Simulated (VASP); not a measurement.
# PbS (Fm-3m) in VASP: notebook, part 2 of 2

VASP 6.6.1. Earlier steps stand in the parts before.

**5. Single point, PBE (volume scaled by 1.03)**

The input, INCAR:

```
PREC = Accurate
ENCUT = 520
EDIFF = 1E-6
ISMEAR = 0
SIGMA = 0.02
LREAL = False
LASPH = True
NELM = 100
ALGO = Normal
ISIF = 2
LWAVE = False
LCHARG = False
GGA = PE
NBANDS = 17
```

The input, KPOINTS:

```
Automatic mesh
0
Gamma
  10 10 10
```

The input, POSCAR:

```
PbS
1.0
    0.0000000000      3.0342590063      3.0342590063
    3.0342590063      0.0000000000      3.0342590063
    3.0342590063      3.0342590063      0.0000000000
Pb S
1 1
Direct
    0.0000000000      0.0000000000      0.0000000000
    0.5000000000      0.5000000000      0.5000000000
```

Potentials or basis: VASP PAW PBE potentials, release 64 (Pb_d, S).

Command:

```bash
> cat potpaw_PBE.64/Pb_d/POTCAR potpaw_PBE.64/S/POTCAR > POTCAR
> mpirun -np 1 vasp_std > vasp.out
```

OUTCAR:

```text
PREC = Accurate
   ENCUT = 520
   EDIFF = 1E-6
   ISMEAR = 0
   LREAL = False
   LASPH = True
   NELM = 100
   ISIF = 2
   GGA = PE

 ion  position               nearest neighbor table
   1  0.000  0.000  0.000-   2 3.03   2 3.03   2 3.03   2 3.03   2 3.03   2 3.03
   2  0.500  0.500  0.500-   1 3.03   1 3.03   1 3.03   1 3.03   1 3.03   1 3.03

  LATTYP: Found a face centered cubic cell.
 ALAT       =     6.0685180126

  Lattice vectors:

 A1 = (   0.0000000000,   3.0342590063,   3.0342590063)
 A2 = (   3.0342590063,   0.0000000000,   3.0342590063)
[... 649 lines left out ...]
      5     -11.7385      2.00000
      6      -6.9841      2.00000
[... 9 lines left out ...]
     16      15.7773      0.00000
     17      16.5181      0.00000

 [... further k-points ...]
[... 5 lines left out ...]
  --------------------------------------------------------------------------------------
  -------------------------------------------------------------------------------------
  Total       -0.5349180     -0.5349180     -0.5349180     -0.0000000      0.0000000      0.0000000
  in kB      -15.3394515    -15.3394515    -15.3394515     -0.0000000      0.0000000      0.0000000
  external PRESSURE =     -15.3394515 kB  Pullay stress =       0.0000000 kB

 VOLUME and BASIS-vectors are now :
 -----------------------------------------------------------------------------
  energy-cutoff  :      520.00
  volume of cell :       55.87
      direct lattice vectors                 reciprocal lattice vectors
     0.000000000  3.034259006  3.034259006    -0.164784878  0.164784878  0.164784878
     3.034259006  0.000000000  3.034259006     0.164784878 -0.164784878  0.164784878
     3.034259006  3.034259006  0.000000000     0.164784878  0.164784878 -0.164784878

 POSITION                                       TOTAL-FORCE (eV/Angst)
 -----------------------------------------------------------------------------------
      0.00000      0.00000      0.00000        -0.000000     -0.000000     -0.000000
      3.03426      3.03426      3.03426         0.000000      0.000000      0.000000
 -----------------------------------------------------------------------------------
    total drift:                                0.000000     -0.000000     -0.000000

  FREE ENERGIE OF THE ION-ELECTRON SYSTEM (eV)
  ---------------------------------------------------
  free  energy   TOTEN  =        -8.7618493569 eV

  energy  without entropy=       -8.7618493569  energy(sigma->0) =       -8.76184936
```

OSZICAR:

```text
N       E                     dE             d eps       ncg     rms          rms(c)
DAV:   1     0.159707265148E+03    0.15971E+03   -0.95945E+03  1598   0.120E+03
DAV:   2     0.319458298025E+01   -0.15651E+03   -0.15125E+03  1700   0.312E+02
DAV:   3    -0.899399545423E+01   -0.12189E+02   -0.12109E+02  2113   0.916E+01
DAV:   4    -0.929714660022E+01   -0.30315E+00   -0.30280E+00  2065   0.162E+01
DAV:   5    -0.930932105768E+01   -0.12174E-01   -0.12174E-01  2365   0.309E+00    0.420E+00
DAV:   6    -0.875598210823E+01    0.55334E+00   -0.16442E+00  2461   0.804E+00    0.292E+00
DAV:   7    -0.875837652594E+01   -0.23944E-02   -0.14723E-01  1882   0.186E+00    0.178E+00
DAV:   8    -0.876242072712E+01   -0.40442E-02   -0.19612E-02  1882   0.143E+00    0.422E-01
DAV:   9    -0.876157297142E+01    0.84776E-03   -0.42467E-03  2469   0.524E-01    0.111E-01
DAV:  10    -0.876184859000E+01   -0.27562E-03   -0.46009E-04  1804   0.123E-01    0.908E-02
DAV:  11    -0.876184812338E+01    0.46662E-06   -0.62608E-05  2257   0.864E-02    0.128E-02
DAV:  12    -0.876184937643E+01   -0.12530E-05   -0.41851E-06  1972   0.196E-02    0.400E-03
DAV:  13    -0.876184935687E+01    0.19561E-07   -0.16223E-07  1384   0.484E-03
   1 F= -.87618494E+01 E0= -.87618494E+01  d E =-.202100E-30
```

Run time: 16 s. Hardware: 1 thread of AMD EPYC 9R45 (Zen 5), shared host; peak memory 0.17 GiB.

Results:

| Quantity | Value |
| --- | --- |
| Free energy | -8.7618 eV |
| Pressure | -1.5 GPa |
| Band gap on the k mesh | 0.59 eV, direct |

Levels at points of the mesh, in eV from the valence-band top:
| k point | band 6 | band 7 | band 8 | band 9 | band 10 | band 11 | band 12 | band 13 | band 14 | band 15 |
| --- | --- | --- | --- | --- | --- | --- | --- | --- | --- | --- |
| (0.00, 0.00, 0.00) | -12.94 | -6.10 | -1.78 | -1.78 | -1.78 | 5.07 | 5.07 | 5.07 | 6.96 | 6.96 |
| (0.50, 0.00, 0.00) | -11.86 | -8.41 | -1.44 | -1.44 | 0.00 | 0.59 | 2.16 | 2.16 | 8.64 | 10.29 |
| (0.50, 0.50, 0.00) | -11.54 | -7.05 | -4.56 | -2.94 | -2.94 | 4.22 | 5.41 | 5.49 | 5.49 | 11.18 |

Caveat: spin-orbit coupling is left out, which moves the levels of the heavy elements. A k mesh can miss the band edges.

**6. Single point, PBE (volume scaled by 1.06)**

The input, INCAR:

```
SYSTEM = PbS
PREC     = Accurate       ! precision mode
ENCUT    = 520            ! plane-wave cutoff, eV
EDIFF    = 1E-6           ! SCF threshold, eV
ISMEAR   = 0              ! smearing method
SIGMA    = 0.02           ! smearing width, eV
LREAL    = .False.        ! projectors in reciprocal space
LASPH    = .True.         ! aspherical terms in the spheres
NELM     = 80             ! most SCF steps
ALGO     = Normal         ! electronic algorithm
ISIF     = 2              ! what is computed and relaxed
LWAVE    = .False.        ! write WAVECAR
LCHARG   = .False.        ! write CHGCAR
GGA      = PE             ! functional
NBANDS   = 17             ! bands
```

The input, KPOINTS:

```
Automatic mesh
0
Gamma
  10 10 10
  0 0 0
```

The input, POSCAR:

```
PbS
1.0
    0.0000000000      3.0634363636      3.0634363636
    3.0634363636      0.0000000000      3.0634363636
    3.0634363636      3.0634363636      0.0000000000
Pb S
1 1
Direct
    0.0000000000      0.0000000000      0.0000000000
    0.5000000000      0.5000000000      0.5000000000
```

Potentials or basis: VASP PAW PBE potentials, release 64 (Pb_d, S).

Command:

```bash
> cat potpaw_PBE.64/Pb_d/POTCAR potpaw_PBE.64/S/POTCAR > POTCAR
> mpirun -np 1 vasp_std > vasp.out
```

Wall time 16 s (1 thread of AMD EPYC 9R45 (Zen 5), shared host); peak memory 0.17 GiB.

It converged, with:

* Free energy: -8.7404 eV
* Pressure: -2.8 GPa
* Band gap on the k mesh: 0.67 eV, direct

Levels at points of the mesh, in eV from the valence-band top:
| k point | band 8 | band 9 | band 10 | band 11 | band 12 | band 13 |
| --- | --- | --- | --- | --- | --- | --- |
| (0.00, 0.00, 0.00) | -1.63 | -1.63 | -1.63 | 5.00 | 5.00 | 5.00 |
| (0.50, 0.00, 0.00) | -1.31 | -1.31 | 0.00 | 0.67 | 2.23 | 2.23 |
| (0.50, 0.50, 0.00) | -4.32 | -2.75 | -2.75 | 4.35 | 5.33 | 5.40 |

Caveat: spin-orbit coupling is left out, which moves the levels of the heavy elements.

**7. Overview**

```tsv
cell	gap on the mesh (eV)	pressure (GPa)
a = 4.162 Å, angles 60.0°, 2 atoms	0.28	3.7
a = 4.206 Å, angles 60.0°, 2 atoms	0.39	1.6
a = 4.249 Å, angles 60.0°, 2 atoms	0.50	-0.1
a = 4.291 Å, angles 60.0°, 2 atoms	0.59	-1.5
a = 4.332 Å, angles 60.0°, 2 atoms	0.67	-2.8
```

Alike in all rows: task single point; level PBE; potentials or basis VASP PAW PBE potentials, release 64 (Pb_d, S); no spin polarisation; k mesh 10 × 10 × 10; cutoff (eV) 520; smearing gaussian 0.02 eV.

Caveats: spin-orbit coupling is left out, which moves the levels of the heavy elements.

Absolute energies hang on the potentials; compare differences alone.
